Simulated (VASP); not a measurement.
# Hg (P6_3/mmc) in VASP: further runs, part 2 of 3

VASP 6.6.1. The steps go on from the part before.

## (3) Single point, PBE+D3(BJ) (23.24 Å³/atom)

This run uses another cell than the first one, of 23.24 Å³/atom.

INCAR

```
SYSTEM = Hg
  ALGO = Normal
  EDIFF = 1E-6
  ENCUT = 550
  GGA = PE
  GGA_COMPAT = .FALSE.
  ISIF = 2
  ISMEAR = 0
  IVDW = 12
  LASPH = .TRUE.
  LCHARG = .TRUE.
  LELF = .TRUE.
  LREAL = .FALSE.
  LVHAR = .TRUE.
  LWAVE = .FALSE.
  NBANDS = 48
  NELM = 120
  PREC = Accurate
  SIGMA = 0.1
```

KPOINTS

```
k-points
0
G
  15 15 4
  0 0 0
```

POSCAR

```
Hg
1.0
    3.2342110093      0.0000000000      0.0000000000
   -1.6171055047      2.8009088953      0.0000000000
    0.0000000000      0.0000000000     10.2605850970
Hg
4
Direct
    0.0000000000      0.0000000000      0.0000000000
    0.3333333333      0.6666666667      0.2500000000
    0.0000000000      0.0000000000      0.5000000000
    0.6666666667      0.3333333333      0.7500000000
```

Potentials or basis: VASP PAW PBE potentials, release 64 (Hg_sv_GW).

On the command line:

```
$ cat potpaw_PBE.64/Hg_sv_GW/POTCAR > POTCAR
$ mpirun -np 1 vasp_std > vasp.out
```

OUTCAR:

```text
SYSTEM = Hg
   EDIFF = 1E-6
   ENCUT = 550
   GGA = PE
   ISIF = 2
   ISMEAR = 0
   IVDW = 12
   LASPH = .TRUE.
   LREAL = .FALSE.
   NELM = 120
   PREC = Accurate
 IVDW          = 12

 ion  position               nearest neighbor table
   1  0.000  0.000  0.000-   2 3.17   4 3.17   4 3.17   2 3.17   4 3.17   2 3.17
   2  0.333  0.667  0.250-   1 3.17   3 3.17   1 3.17   3 3.17   1 3.17   3 3.17
   3  0.000  0.000  0.500-   2 3.17   4 3.17   4 3.17   2 3.17   4 3.17   2 3.17
   4  0.667  0.333  0.750-   1 3.17   3 3.17   1 3.17   3 3.17   1 3.17   3 3.17

  LATTYP: Found a hexagonal cell.
 ALAT       =     3.2342110093
 C/A-ratio  =     3.1725156669

  Lattice vectors:

 A1 = (   3.2342110093,   0.0000000000,   0.0000000000)
 A2 = (  -1.6171055047,   2.8009088953,   0.0000000000)
 A3 = (   0.0000000000,   0.0000000000,  10.2605850970)

Analysis of symmetry for initial positions (statically):
=====================================================================
 Subroutine PRICEL returns:
 Original cell was already a primitive cell.

 Routine SETGRP: Setting up the symmetry group for a
 hexagonal supercell.

 Subroutine GETGRP returns: Found 24 space group operations
 (whereof 12 operations were pure point group operations)
 out of a pool of 24 trial point group operations.

The static configuration has the point symmetry D_3d.
 The point group associated with its full space group is D_6h.

Analysis of symmetry for dynamics (positions and initial velocities):
=====================================================================
 Subroutine PRICEL returns:
 Original cell was already a primitive cell.

 Routine SETGRP: Setting up the symmetry group for a
 hexagonal supercell.

 Subroutine GETGRP returns: Found 24 space group operations
 (whereof 12 operations were pure point group operations)
 out of a pool of 24 trial point group operations.

The dynamic configuration has the point symmetry D_3d.
 The point group associated with its full space group is D_6h.

 Subroutine INISYM returns: Found 24 space group operations
 (whereof 12 operations are pure point group operations),
 and found     1 'primitive' translations
[... 121 lines left out ...]
  Fermi-wavevector in a.u.,A,eV,Ry     =   1.557250  2.942776 32.994503  2.425028
  Thomas-Fermi vector in A             =   2.660928
   LORBIT       =      0    0 simple, 1 ext, 2 COOP (PROOUT), +10 PAW based schemes
   GGA     = PE    functional components
   LHFCALC =     F    Hartree Fock is set to
   AEXX    =    0.0000 exact exchange contribution
   IVDW    =    12    specifies the selected vdW correction
   LEPSILON=     F    determine dielectric tensor
   LRPA    =     F    only Hartree local field effects (RPA)
 non-spin polarized calculation
 Gauss-broadening in eV      SIGMA  =   0.10
  energy-cutoff  :      550.00
  volume of cell :       92.95
 maximum number of plane-waves:      2775
 NGX is ok and might be reduce to    28
   NGX = 13   NGY = 13   NGZ = 39

 number of electron      79.9999989 magnetization

 Free energy of the ion-electron system (eV)
  ---------------------------------------------------
  ext. energy  EPLUGINS =         0.00000000
  ---------------------------------------------------
  free energy    TOTEN  =        -0.39031437 eV

  energy without entropy =       -0.38235870  energy(sigma->0) =       -0.38633654

 E-fermi :   6.0476     XC(G=0): -11.4159

 val. band max:        6.0419028359   @ k =   0.3333   0.0000   0.0000
 cond. band min:       6.0586836158   @ k =   0.4667   0.0667   0.2500
 fundamental gap:      0.0167807800
 Fermi energy:         6.0475604057

 k-point     1 :       0.0000    0.0000    0.0000
  band No.  band energies     occupation
      1    -108.7517      2.00000
      2    -108.7517      2.00000
      3    -108.7338      2.00000
      4    -108.7338      2.00000
      5     -57.1101      2.00000
      6     -57.0949      2.00000
[... 1213 lines left out ...]
     47      11.3936      0.00000
     48      11.7452      0.00000

 [... further k-points ...]

------------------------ aborting loop because EDIFF is reached ----------------------------------------

 Edisp (eV)   -1.80178

 E8    (eV) :    -0.8154

  FORCE on cell =-STRESS in cart. coord.  units (eV):
  Direction    XX          YY          ZZ          XY          YZ          ZX
  --------------------------------------------------------------------------------------
  -------------------------------------------------------------------------------------
  Total       1.19728     1.19728     1.27562    -0.00000     0.00000     0.00000
  in kB      20.63801    20.63801    21.98839    -0.00000     0.00000     0.00000
  external pressure =       21.09 kB  Pullay stress =        0.00 kB

 VOLUME and BASIS-vectors are now :
 -----------------------------------------------------------------------------
  energy-cutoff  :      550.00
  volume of cell :       92.95
      direct lattice vectors                 reciprocal lattice vectors
     3.234211009  0.000000000  0.000000000     0.309194421  0.178513482  0.000000000
    -1.617105505  2.800908895  0.000000000     0.000000000  0.357026964  0.000000000
     0.000000000  0.000000000 10.260585097     0.000000000  0.000000000  0.097460329

 POSITION                                       TOTAL-FORCE (eV/Angst)
 -----------------------------------------------------------------------------------
      0.00000      0.00000      0.00000         0.000000      0.000000      0.000000
     -0.00000      1.86727      2.56515        -0.000000      0.000000     -0.000000
      0.00000      0.00000      5.13029         0.000000      0.000000      0.000000
      1.61711      0.93364      7.69544        -0.000000     -0.000000      0.000000
 -----------------------------------------------------------------------------------
    total drift:                                0.000000     -0.000000      0.000000

  FREE ENERGIE OF THE ION-ELECTRON SYSTEM (eV)
  ---------------------------------------------------
  free  energy   TOTEN  =        -2.1920963928 eV

  energy  without entropy=       -2.1841407200  energy(sigma->0) =       -2.18811856
```

OSZICAR:

```text
N       E                     dE             d eps       ncg     rms          rms(c)
DAV:   1     0.206465888564E+04    0.20647E+04   -0.48893E+04  8424   0.243E+03
DAV:   2     0.237829935866E+03   -0.18268E+04   -0.17495E+04  7776   0.108E+03
DAV:   3     0.123304822511E+02   -0.22550E+03   -0.21651E+03 11896   0.346E+02
DAV:   4     0.246383565329E+00   -0.12084E+02   -0.12012E+02 10992   0.119E+02
DAV:   5    -0.501604122644E+00   -0.74799E+00   -0.74777E+00 11192   0.243E+01    0.388E+01
DAV:   6    -0.392155481855E+00    0.10945E+00   -0.51121E-01 11136   0.824E+00    0.229E+01
DAV:   7    -0.391402195281E+00    0.75329E-03   -0.81364E-02 10456   0.244E+00    0.103E+00
DAV:   8    -0.390217609074E+00    0.11846E-02   -0.10885E-02 12024   0.134E+00    0.233E-01
DAV:   9    -0.390322913718E+00   -0.10530E-03   -0.31147E-04 10912   0.129E-01    0.275E-02
DAV:  10    -0.390312604603E+00    0.10309E-04   -0.64503E-05 11008   0.103E-01    0.872E-03
DAV:  11    -0.390313761582E+00   -0.11570E-05   -0.27865E-06  6672   0.180E-02    0.299E-03
DAV:  12    -0.390314372413E+00   -0.61083E-06   -0.28859E-07  5768   0.754E-03
   1 F= -.21920964E+01 E0= -.21881186E+01  d E =-.795567E-02
```

Run time: 5.3 min. Hardware: 1 thread of AMD EPYC 7R13 (Zen 3), shared host; peak memory 0.44 GiB.

What came out:

```yaml
Free_energy: -2.1921 eV
Pressure: 2.1 GPa
Band_gap_on_the_k_mesh: zero (bands 40 and 41 overlap by 1.44 eV)
Dispersion_energy_per_atom: -0.450 eV
```

Levels at points of the mesh, in eV from the Fermi level:
```csv
k point,band 36,band 37,band 38,band 39,band 40,band 41,band 42,band 43,band 44,band 45
"(0.00, 0.00, 0.00)",-6.01,-6.01,-5.73,-5.73,-1.39,-1.11,7.31,7.33,12.20,12.20
"(0.00, 0.00, 0.50)",-5.85,-5.85,-5.85,-4.42,-4.42,2.73,2.73,12.01,12.01,12.59
```

Caveat: spin-orbit coupling is left out, which moves the levels of the heavy elements.

## (4) Single point, PBE+D3(BJ)

This run uses another cell than the first one, of 18.31 Å³/atom.

INCAR

```
  PREC = Accurate
  ENCUT = 520
  EDIFF = 1E-7
  ISMEAR = 0
  SIGMA = 0.1
  LREAL = False
  LASPH = True
  NELM = 60
  ALGO = Fast
  ISIF = 2
  LWAVE = False
  LCHARG = False
  GGA = PE
  IVDW = 12
  NBANDS = 32
```

KPOINTS

```
regular mesh
0
Gamma
  18 18 6
```

POSCAR

```
Hg
1.0
    2.9383334008      0.0000000000      0.0000000000
   -1.4691667004      2.5446713699      0.0000000000
    0.0000000000      0.0000000000      9.7945316991
Hg
4
Direct
    0.0000000000      0.0000000000      0.0000000000
    0.3333333333      0.6666666667      0.2500000000
    0.0000000000      0.0000000000      0.5000000000
    0.6666666667      0.3333333333      0.7500000000
```

Potentials or basis: VASP PAW PBE potentials, release 64 (Hg).

On the command line:

```
$ cat potpaw_PBE.64/Hg/POTCAR > POTCAR
$ mpirun -np 1 vasp_std > vasp.out
```

Run time: 6.7 min. Hardware: 1 thread of Intel Xeon 8259CL, shared host; peak memory 0.4 GiB.

The run converged. Its results:

* Free energy: -0.7175 eV
* Pressure: 26.3 GPa
* Band gap on the k mesh: zero (bands 24 and 25 overlap by 2.15 eV)
* Dispersion energy per atom: -0.575 eV

Stress tensor (GPa, compression positive):
```
26.36  0.00  0.00
 0.00 26.36  0.00
 0.00  0.00 26.13
```

Levels at points of the mesh, in eV from the Fermi level:
```
           k point  band 20  band 21  band 22  band 23  band 24  band 25  band 26  band 27  band 28  band 29
(0.00, 0.00, 0.00)    -6.94    -6.94    -6.53    -6.53    -3.32    -1.51     7.16     7.17    13.18    13.37
(0.50, 0.00, 0.00)    -6.26    -3.12    -2.61    -2.15    -2.09    -0.47    -0.17     2.87     3.30     4.84
(0.00, 0.00, 0.50)    -6.69    -6.69    -6.69    -6.08    -6.08     2.16     2.16    12.05    12.05    13.44
(0.50, 0.00, 0.50)    -6.27    -2.87    -2.87    -2.26    -2.26     0.60     0.60     1.69     1.69     7.17
```

Caveat: the cell stands under pressure; spin-orbit coupling is left out, which moves the levels of the heavy elements.

## (5) Relaxation of cell and atoms, PBE+D3(BJ), target pressure 4 GPa, at which the enthalpy is minimised

This run uses another cell than the first one, of 22.28 Å³/atom.

INCAR

```
SYSTEM = Hg
  ALGO = Fast
  EDIFF = 1E-7
  EDIFFG = -0.008
  ENCUT = 600
  GGA = PE
  IBRION = 2
  ISIF = 3
  ISMEAR = 0
  IVDW = 12
  LASPH = .TRUE.
  LCHARG = .FALSE.
  LREAL = .FALSE.
  LWAVE = .FALSE.
  NELM = 100
  NSW = 70
  PREC = Accurate
  PSTRESS = 40.0
  SIGMA = 0.1
```

KPOINTS

```
k-points
0
G
  12 12 4
  0 0 0
```

POSCAR

```
Hg
1.0
    3.1943336085      0.0000000000      0.0000000000
   -1.5971668043      2.7663740532      0.0000000000
    0.0000000000      0.0000000000     10.0850032657
Hg
4
Direct
    0.0000000000      0.0000000000      0.0000000000
    0.3333333333      0.6666666667      0.2500000000
    0.0000000000      0.0000000000      0.5000000000
    0.6666666667      0.3333333333      0.7500000000
```

Potentials or basis: VASP PAW PBE potentials, release 64 (Hg).

On the command line:

```
$ cat potpaw_PBE.64/Hg/POTCAR > POTCAR
$ mpirun -np 1 vasp_std > vasp.out
```

OUTCAR:

```text
SYSTEM = Hg
   EDIFF = 1E-7
   EDIFFG = -0.008
   ENCUT = 600
   GGA = PE
   IBRION = 2
   ISIF = 3
   ISMEAR = 0
   IVDW = 12
   LASPH = .TRUE.
   LREAL = .FALSE.
   NELM = 100
   NSW = 70
   PREC = Accurate
   PSTRESS = 40.0
 IVDW          = 12

 ion  position               nearest neighbor table
   1  0.000  0.000  0.000-   2 3.12   4 3.12   4 3.12   2 3.12   4 3.12   2 3.12
   2  0.333  0.667  0.250-   1 3.12   3 3.12   1 3.12   3 3.12   1 3.12   3 3.12
   3  0.000  0.000  0.500-   2 3.12   4 3.12   4 3.12   2 3.12   4 3.12   2 3.12
   4  0.667  0.333  0.750-   1 3.12   3 3.12   1 3.12   3 3.12   1 3.12   3 3.12

  LATTYP: Found a hexagonal cell.
 ALAT       =     3.1943336085
 C/A-ratio  =     3.1571540427

  Lattice vectors:

 A1 = (   3.1943336085,   0.0000000000,   0.0000000000)
 A2 = (  -1.5971668043,   2.7663740532,   0.0000000000)
 A3 = (   0.0000000000,   0.0000000000,  10.0850032657)

Analysis of symmetry for initial positions (statically):
=====================================================================
 Subroutine PRICEL returns:
 Original cell was already a primitive cell.

 Routine SETGRP: Setting up the symmetry group for a
 hexagonal supercell.

 Subroutine GETGRP returns: Found 24 space group operations
 (whereof 12 operations were pure point group operations)
 out of a pool of 24 trial point group operations.

The static configuration has the point symmetry D_3d.
 The point group associated with its full space group is D_6h.
[... 149 lines left out ...]
 conjugate gradient relaxation of ions
 non-spin polarized calculation
 RMM-DIIS sequential band-by-band and
 Gauss-broadening in eV      SIGMA  =   0.10
  energy-cutoff  :      600.00
  volume of cell :       89.12
 maximum number of plane-waves:      3002
 NGX is ok and might be reduce to    28
   NGX = 13   NGY = 13   NGZ = 41

--------------------------------------- Ionic step        1  -------------------------------------------

 number of electron      48.0000004 magnetization

 Free energy of the ion-electron system (eV)
  ---------------------------------------------------
  ext. energy  EPLUGINS =         0.00000000
  ---------------------------------------------------
  free energy    TOTEN  =        -0.16976437 eV

  energy without entropy =       -0.16372786  energy(sigma->0) =       -0.16674612

------------------------ aborting loop because EDIFF is reached ----------------------------------------

 Edisp (eV)   -1.87996

 E8    (eV) :    -0.8505
[... 167 lines left out ...]
--------------------------------------- Ionic step        5  -------------------------------------------

 number of electron      48.0000000 magnetization

 Free energy of the ion-electron system (eV)
  ---------------------------------------------------
  ext. energy  EPLUGINS =         0.00000000
  ---------------------------------------------------
  free energy    TOTEN  =        -0.25291023 eV

  energy without entropy =       -0.24762759  energy(sigma->0) =       -0.25026891

 E-fermi :   2.9168     XC(G=0): -11.0812

 val. band max:        2.9063478478   @ k =   0.3333   0.1667   0.2500
 cond. band min:       2.9633796910   @ k =   0.3333   0.0000   0.0000
 fundamental gap:      0.0570318432
 Fermi energy:         2.9168476312

 k-point     1 :       0.0000    0.0000    0.0000
  band No.  band energies     occupation
      1      -6.3096      2.00000
      2      -5.1321      2.00000
      3      -5.0958      2.00000
      4      -5.0922      2.00000
      5      -4.1084      2.00000
      6      -4.1084      2.00000
[... 733 lines left out ...]
     27       6.3907      0.00000
     28       7.9948      0.00000

 [... further k-points ...]

------------------------ aborting loop because EDIFF is reached ----------------------------------------

 Edisp (eV)   -1.84479

 E8    (eV) :    -0.8347
[... 31 lines left out ...]
  energy  without entropy=       -2.0924209258  energy(sigma->0) =       -2.09506224

  enthalpy is  TOTEN    =         0.1690954565 eV   P V=        2.2667990185

 reached required accuracy - stopping structural energy minimisation
```

Wall time 16 min (1 thread of Intel Xeon 8259CL, shared host); peak memory 0.34 GiB.

Results:

* Free energy: -2.0977 eV
* Relaxed volume: 22.70 Å³/atom
* Relaxed cell: a = 3.204 Å, b = 3.204 Å, c = 10.216 Å, α = 90.00°, β = 90.00°, γ = 120.00°
* Space group after relaxing (to 0.1 Å): P6_3/mmc (No. 194)
* Energy change on relaxing (the run minimises the enthalpy): -12.0 meV/atom
* Ionic steps: 5
* Pressure after relaxing: 4.0 GPa
* Band gap on the k mesh: zero (bands 24 and 25 overlap by 1.49 eV)
* Dispersion energy per atom: -0.461 eV

Step by step:
```
step  energy change (eV)  largest force (eV/Å)  pressure (GPa)  volume (Å³)
   1              0.0000                0.0000            5.03        89.12
   2             -0.0522                0.0000            3.90        90.99
   3             -0.0486                0.0000            3.97        90.84
   4             -0.0486                0.0000            3.98        90.83
   5             -0.0480                0.0000            3.99        90.80
```

Final structure:
```xyz
4
Lattice="3.2035 0.0000 0.0000 -1.6018 2.7743 0.0000 0.0000 0.0000 10.2160" Properties=species:S:1:pos:R:3 pbc="T T T"
Hg    0.0000    0.0000    0.0000
Hg    0.0000    1.8495    2.5540
Hg   -1.6018    2.7743    5.1080
Hg    1.6018    0.9248    7.6620
```

Caveat: the cell is relaxed towards a set pressure, so the run minimises the enthalpy, not the energy; spin-orbit coupling is left out, which moves the levels of the heavy elements.

[end of part 2 of 3]

The gap in the log of VASP goes by the Fermi energy; the results here count the filled bands.